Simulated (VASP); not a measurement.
# Ga (I4/mmm) in VASP: settings compared, part 2 of 2

VASP 6.6.1.

### Step 3. Single point, PBEsol

This run uses another cell than the first one, of 17.62 Å³/atom.

The input, INCAR:

```
  PREC = Accurate
  ENCUT = 520
  EDIFF = 1E-6
  ISMEAR = -1
  SIGMA = 0.05
  LREAL = F
  LASPH = T
  NELM = 80
  ALGO = Normal
  ISIF = 2
  LWAVE = F
  LCHARG = T
  GGA = PS
  LELF = T
  LVHAR = T
  NBANDS = 12
```

The input, KPOINTS:

```
regular mesh
0
Gamma
  13 13 13
```

The input, POSCAR:

```
Ga
1.0
   -1.3833332720      1.3833332720      2.3015465290
    1.3833332720     -1.3833332720      2.3015465290
    1.3833332720      1.3833332720     -2.3015465290
Ga
1
Direct
    0.0000000000      0.0000000000      0.0000000000
```

Potentials or basis: VASP PAW PBE potentials, release 64 (Ga_d).

Command:

```
> cat potpaw_PBE.64/Ga_d/POTCAR > POTCAR
> mpirun -np 1 vasp_std > vasp.out
```

OUTCAR:

```text
PREC = Accurate
   ENCUT = 520
   EDIFF = 1E-6
   ISMEAR = -1
   LREAL = F
   LASPH = T
   NELM = 80
   ISIF = 2
   GGA = PS

 ion  position               nearest neighbor table
   1  0.000  0.000  0.000-

  LATTYP: Found a body centered tetragonal cell.
 ALAT       =     2.7666665440
 C/A-ratio  =     1.6637686489

  Lattice vectors:

 A1 = (  -1.3833332720,   1.3833332720,   2.3015465290)
 A2 = (   1.3833332720,  -1.3833332720,   2.3015465290)
 A3 = (   1.3833332720,   1.3833332720,  -2.3015465290)

Analysis of symmetry for initial positions (statically):
=====================================================================
 Subroutine PRICEL returns:
 Original cell was already a primitive cell.

 Routine SETGRP: Setting up the symmetry group for a
 body centered tetragonal supercell.

 Subroutine GETGRP returns: Found 16 space group operations
 (whereof 16 operations were pure point group operations)
 out of a pool of 16 trial point group operations.

The static configuration has the point symmetry D_4h.

Analysis of symmetry for dynamics (positions and initial velocities):
=====================================================================
 Subroutine PRICEL returns:
 Original cell was already a primitive cell.

 Routine SETGRP: Setting up the symmetry group for a
 body centered tetragonal supercell.

 Subroutine GETGRP returns: Found 16 space group operations
 (whereof 16 operations were pure point group operations)
 out of a pool of 16 trial point group operations.

The dynamic configuration has the point symmetry D_4h.

 Subroutine INISYM returns: Found 16 space group operations
 (whereof 16 operations are pure point group operations),
 and found     1 'primitive' translations

----------------------------------------------------------------------------------------

                                     Primitive cell
[... 113 lines left out ...]
   LORBIT       =      0    0 simple, 1 ext, 2 COOP (PROOUT), +10 PAW based schemes
   GGA     = PS    functional components
   LHFCALC =     F    Hartree Fock is set to
   AEXX    =    0.0000 exact exchange contribution
   IVDW    =     0    specifies the selected vdW correction
   LEPSILON=     F    determine dielectric tensor
   LRPA    =     F    only Hartree local field effects (RPA)
 non-spin polarized calculation
  energy-cutoff  :      520.00
  volume of cell :       17.62
 maximum number of plane-waves:       486
   NGX = 11   NGY = 11   NGZ = 11

 number of electron      12.9999997 magnetization

 Free energy of the ion-electron system (eV)
  ---------------------------------------------------
  ext. energy  EPLUGINS =         0.00000000
  ---------------------------------------------------
  free energy    TOTEN  =        -3.33763721 eV

  energy without entropy =       -3.33474921  energy(sigma->0) =       -3.33619321

 E-fermi :   5.9878     XC(G=0): -11.4980

 val. band max:        5.9573389275   @ k =  -0.1538  -0.3846   0.0769
 cond. band min:       5.9927892626   @ k =  -0.3077  -0.4615   0.3077
 fundamental gap:      0.0354503350
 Fermi energy:         5.9878472509

 k-point     1 :       0.0000    0.0000    0.0000
  band No.  band energies     occupation
      1      -8.9970      2.00000
      2      -8.8356      2.00000
      3      -8.8032      2.00000
      4      -8.8032      2.00000
      5      -8.6359      2.00000
      6      -5.5411      2.00000
      7      18.8226      0.00000
      8      19.0951      0.00000
      9      19.0951      0.00000
     10      22.4814      0.00000
     11      22.6610      0.00000
     12      23.3895      0.00000
[... 331 lines left out ...]
 k-point    24 :       0.4615    0.1538    0.0000
  band No.  band energies     occupation
      1      -8.9454      2.00000
      2      -8.8760      2.00000
      3      -8.8078      2.00000
      4      -8.6872      2.00000
      5      -8.5889      2.00000
      6       1.6515      2.00000
      7       2.4486      2.00000
      8      12.5992      0.00000
      9      14.3194      0.00000
     10      18.1943      0.00000
     11      20.6488      0.00000
     12      26.9002      0.00000

 [... further k-points ...]

------------------------ aborting loop because EDIFF is reached ----------------------------------------

  FORCE on cell =-STRESS in cart. coord.  units (eV):
  Direction    XX          YY          ZZ          XY          YZ          ZX
  --------------------------------------------------------------------------------------
  -------------------------------------------------------------------------------------
  Total        0.0082844      0.0082844      0.0003406      0.0000000      0.0000000      0.0000000
  in kB        0.7534226      0.7534226      0.0309724      0.0000000      0.0000000      0.0000000
  external PRESSURE =       0.5126059 kB  Pullay stress =       0.0000000 kB

 VOLUME and BASIS-vectors are now :
 -----------------------------------------------------------------------------
  energy-cutoff  :      520.00
  volume of cell :       17.62
      direct lattice vectors                 reciprocal lattice vectors
    -1.383333272  1.383333272  2.301546529     0.000000000  0.361445799  0.217245228
     1.383333272 -1.383333272  2.301546529     0.361445799  0.000000000  0.217245228
     1.383333272  1.383333272 -2.301546529     0.361445799  0.361445799  0.000000000

 POSITION                                       TOTAL-FORCE (eV/Angst)
 -----------------------------------------------------------------------------------
      0.00000      0.00000      0.00000        -0.000000      0.000000     -0.000000
 -----------------------------------------------------------------------------------
    total drift:                               -0.000000      0.000000      0.000000

  FREE ENERGIE OF THE ION-ELECTRON SYSTEM (eV)
  ---------------------------------------------------
  free  energy   TOTEN  =        -3.3376372108 eV

  energy  without entropy=       -3.3347492132  energy(sigma->0) =       -3.33619321
```

OSZICAR:

```text
N       E                     dE             d eps       ncg     rms          rms(c)
DAV:   1     0.443727948361E+02    0.44373E+02   -0.66285E+03  5052   0.192E+03
DAV:   2    -0.123205722151E+01   -0.45605E+02   -0.43904E+02  4940   0.268E+02
DAV:   3    -0.336813061561E+01   -0.21361E+01   -0.21310E+01  5428   0.456E+01
DAV:   4    -0.338562942611E+01   -0.17499E-01   -0.17497E-01  5336   0.442E+00
DAV:   5    -0.338580945879E+01   -0.18003E-03   -0.18003E-03  5600   0.434E-01    0.103E+00
DAV:   6    -0.334661557705E+01    0.39194E-01   -0.64998E-02  5880   0.541E+00    0.482E-01
DAV:   7    -0.333869563323E+01    0.79199E-02   -0.94257E-03  6228   0.175E+00    0.144E-01
DAV:   8    -0.333763491815E+01    0.10607E-02   -0.88702E-04  6096   0.540E-01    0.742E-03
DAV:   9    -0.333763648641E+01   -0.15683E-05   -0.83275E-06  6044   0.459E-02    0.351E-03
DAV:  10    -0.333763721081E+01   -0.72440E-06   -0.27915E-07  3748   0.813E-03
   1 F= -.33376372E+01 E0= -.33361932E+01  d E =-.288800E-02
```

stdout:

```text
POSCAR found type information on POSCAR Ga
 POSCAR found :  1 types and       1 ions
 scaLAPACK will be used
 -----------------------------------------------------------------------------
|                                                                             |
|                                                                             |
|     You enforced a specific xc type in the INCAR file but a different       |
|     I HOPE YOU KNOW WHAT YOU ARE DOING!                                     |
|                                                                             |
 -----------------------------------------------------------------------------

 LDA part: xc-table for (Slater+PW92), standard interpolation
 POSCAR, INCAR and KPOINTS ok, starting setup
 FFT: planning ... GRIDC
 FFT: planning ... GRID_SOFT
 FFT: planning ... GRID
 WAVECAR not read
 entering main loop
```

Wall time 52 s (1 thread of AMD EPYC 7R13, shared host); peak memory 0.14 GiB.

What came out:

```yaml
Free_energy: -3.3376 eV
Pressure: 0.1 GPa
Band_gap_on_the_k_mesh: zero (an odd number of electrons rules out a gap without spin polarisation)
```

Levels at points of the mesh, in eV from the Fermi level:
| k point | band 3 | band 4 | band 5 | band 6 | band 7 | band 8 | band 9 | band 10 |
| --- | --- | --- | --- | --- | --- | --- | --- | --- |
| (0.00, 0.00, 0.00) | -14.79 | -14.79 | -14.62 | -11.53 | 12.83 | 13.11 | 13.11 | 16.49 |

Caveat: the PAW data sets were made with another functional, which shifts forces and pressure a little.

### Step 4. Single point, RPBE

The input, INCAR:

```
SYSTEM = Ga
PREC = Accurate ; ENCUT = 520
EDIFF = 1E-7 ; ISMEAR = -1
SIGMA = 0.05 ; LREAL = .FALSE.
LASPH = .TRUE. ; NELM = 100
ALGO = Normal ; ISIF = 2
LWAVE = .FALSE. ; LCHARG = .TRUE.
GGA = RP ; LELF = .TRUE.
LVHAR = .TRUE. ; NBANDS = 12
```

The input, KPOINTS:

```
regular mesh
0
G
  13 13 13
  0 0 0
```

The input, POSCAR:

```
Ga
1.0
   -1.3843987196      1.3843987196      2.3112238365
    1.3843987196     -1.3843987196      2.3112238365
    1.3843987196      1.3843987196     -2.3112238365
Ga
1
Direct
    0.0000000000      0.0000000000      0.0000000000
```

Command:

```
> cat potpaw_PBE.64/Ga_d/POTCAR > POTCAR
> mpirun -np 1 vasp_std > vasp.out
```

It took 58 s on 1 thread of AMD EPYC 7R13, shared host; peak memory 0.14 GiB.

Results (log left out):

* Free energy: -2.5054 eV
* Pressure: 5.7 GPa
* Band gap on the k mesh: zero (an odd number of electrons rules out a gap without spin polarisation)

Stress tensor (GPa, compression positive):
```
5.95 0.00 0.00
0.00 5.95 0.00
0.00 0.00 5.10
```

Levels at points of the mesh, in eV from the Fermi level:
```csv
k point,band 3,band 4,band 5,band 6,band 7,band 8,band 9,band 10
"(0.00, 0.00, 0.00)",-14.90,-14.90,-14.73,-11.48,12.83,13.11,13.11,16.37
```

Caveat: the cell stands under pressure; the PAW data sets were made with another functional, which shifts forces and pressure a little.

### Step 5. Single point, revPBE

The input, INCAR:

```
SYSTEM = Ga
PREC = Accurate
ENCUT = 520
EDIFF = 1E-7
ISMEAR = -1
SIGMA = 0.05
LREAL = .FALSE.
LASPH = .TRUE.
NELM = 60
ALGO = Fast
ISIF = 2
LWAVE = .FALSE.
LCHARG = .TRUE.
GGA = RE
LELF = .TRUE.
LVHAR = .TRUE.
NBANDS = 12
```

The input, KPOINTS:

```
Automatic mesh
0
G
  13 13 13
  0 0 0
```

POSCAR is that of step 4.

Command:

```
> cat potpaw_PBE.64/Ga_d/POTCAR > POTCAR
> mpirun -np 1 vasp_std > vasp.out
```

Wall time 71 s (1 thread of AMD EPYC 7R13, shared host); peak memory 0.13 GiB.

Results (log left out):

- Free energy: -2.5718 eV
- Pressure: 5.1 GPa
- Band gap on the k mesh: zero (an odd number of electrons rules out a gap without spin polarisation)

Stress tensor (GPa, compression positive):
```
5.30 0.00 0.00
0.00 5.30 0.00
0.00 0.00 4.56
```

Levels at points of the mesh, in eV from the Fermi level:
```
           k point  band 4  band 5  band 6  band 7  band 8  band 9
(0.00, 0.00, 0.00)  -14.89  -14.72  -11.48   12.80   13.10   13.10
```

Caveat: the cell stands under pressure; the PAW data sets were made with another functional, which shifts forces and pressure a little.

### Step 6. Single point, PBE

This run uses another cell than the first one, of 18.94 Å³/atom.

The input, INCAR:

```
ALGO = Normal ; EDIFF = 1E-6
ENCUT = 520 ; GGA = PE
ISIF = 2 ; ISMEAR = -1
LASPH = True ; LCHARG = False
LREAL = False ; LWAVE = False
NBANDS = 12 ; NELM = 100
PREC = Accurate ; SIGMA = 0.05
```

The input, KPOINTS:

```
k-points
0
Gamma
  13 13 13
```

The input, POSCAR:

```
Ga
1.0
   -1.4454407527      1.4454407527      2.2661595494
    1.4454407527     -1.4454407527      2.2661595494
    1.4454407527      1.4454407527     -2.2661595494
Ga
1
Direct
    0.0000000000      0.0000000000      0.0000000000
```

Potentials or basis: VASP PAW PBE potentials, release 64 (Ga_d).

Command:

```
> cat potpaw_PBE.64/Ga_d/POTCAR > POTCAR
> mpirun -np 1 vasp_std > vasp.out
```

Run time: 51 s. Hardware: 1 thread of AMD EPYC 7R13, shared host; peak memory 0.14 GiB.

Results (log left out):

| Item | Value |
| --- | --- |
| Free energy | -2.8922 eV |
| Pressure | 0.0 GPa |
| Band gap on the k mesh | zero (an odd number of electrons rules out a gap without spin polarisation) |

Levels at points of the mesh, in eV from the Fermi level:
```
           k point  band 4  band 5  band 6  band 7  band 8  band 9
(0.00, 0.00, 0.00)  -14.75  -14.65  -10.93   12.26   12.26   12.29
```

### Step 7. Overview

| level | potentials or basis | cell | gap on the mesh (eV) | pressure (GPa) |
| --- | --- | --- | --- | --- |
| LDA | VASP PAW LDA potentials, release 64 (Ga_d) | a = 3.029 Å, angles 125.6, 125.6, 80.5°, 1 atom | none | -2.3 |
| PBEsol | VASP PAW PBE potentials, release 64 (Ga_d) | a = 3.021 Å, angles 125.5, 125.5, 80.7°, 1 atom | none | 0.1 |
| RPBE | VASP PAW PBE potentials, release 64 (Ga_d) | a = 3.029 Å, angles 125.6, 125.6, 80.5°, 1 atom | none | 5.7 |
| revPBE | VASP PAW PBE potentials, release 64 (Ga_d) | a = 3.029 Å, angles 125.6, 125.6, 80.5°, 1 atom | none | 5.1 |
| PBE | VASP PAW PBE potentials, release 64 (Ga_d) | a = 3.052 Å, angles 123.5, 123.5, 84.1°, 1 atom | none | 0.0 |

Alike in all rows: task single point; no spin polarisation; k mesh 13 × 13 × 13; cutoff (eV) 520; smearing fermi-dirac 0.05 eV.

Caveats: the PAW data sets were made with another functional, which shifts forces and pressure a little (at least some runs); the cell stands under pressure (at least some runs).

Absolute energies hang on the potentials; compare differences alone.

The gap in the log of VASP goes by the Fermi energy; the results here count the filled bands.